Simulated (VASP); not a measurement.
Set up this calculation in VASP 6.6.1, as the native input.

- Task: single point
- Functional: PBE0
- Potentials or basis: VASP PAW PBE potentials, release 64 (Ru_pv, Al)
- Cutoff: 520 eV
- k mesh: 4 × 4 × 4
- Occupations: fermi-dirac, width 0.05 eV
- Spin: no spin polarisation
- Dipole correction: no
- Grid for exact exchange (PRECFOCK): Normal
- Further INCAR settings: ALGO = Normal; EDIFF = 1e-06; NBANDS = 16

Crystal: AlRu.

```
CELL_PARAMETERS angstrom
2.95117 0.00000 0.00000
0.00000 2.95117 0.00000
0.00000 0.00000 2.95117
ATOMIC_POSITIONS crystal
Ru 0.50000 0.50000 0.50000
Al 0.00000 0.00000 0.00000
```

These files were run (other wordings do the same):

POSCAR

```
AlRu
1.0
    2.9511680166      0.0000000000      0.0000000000
    0.0000000000      2.9511680166      0.0000000000
    0.0000000000      0.0000000000      2.9511680166
Ru Al
1 1
Direct
    0.5000000000      0.5000000000      0.5000000000
    0.0000000000      0.0000000000      0.0000000000
```

INCAR.step1

```
SYSTEM = AlRu
ALGO = Normal
EDIFF = 1E-5
ENCUT = 520
GGA = PE
ISIF = 2
ISMEAR = -1
LASPH = .True.
LREAL = .False.
LWAVE = .True.
NBANDS = 16
NELM = 80
PREC = Accurate
SIGMA = 0.05
```

INCAR.step2

```
SYSTEM = AlRu
AEXX = 0.25
ALGO = Normal
EDIFF = 1E-6
ENCUT = 520
GGA = PE
ISIF = 2
ISMEAR = -1
ISTART = 1
LASPH = .True.
LCHARG = .True.
LELF = .True.
LHFCALC = .True.
LREAL = .False.
LVHAR = .True.
LWAVE = .False.
NBANDS = 16
NELM = 80
PREC = Accurate
PRECFOCK = Normal
SIGMA = 0.05
```

KPOINTS

```
k-points
0
Gamma
  4 4 4
  0 0 0
```

Potentials or basis: VASP PAW PBE potentials, release 64 (Ru_pv, Al).

Command:

```bash
$ cat potpaw_PBE.64/Ru_pv/POTCAR potpaw_PBE.64/Al/POTCAR > POTCAR
$ cp INCAR.step1 INCAR
$ mpirun -np 1 vasp_std > vasp.out
$ cp INCAR.step2 INCAR
$ mpirun -np 1 vasp_std > vasp.out
```

Results of the run:

```
Pressure : 1.8 GPa
```

Caveat: the k points lie up to 0.53 Å⁻¹ apart; the PAW data sets were made with another functional, which shifts forces and pressure a little.

Run time: 4.2 min on 1 thread of AMD EPYC 7R13 Processor (Zen 3) (shared host), peak memory 0.12 GiB.
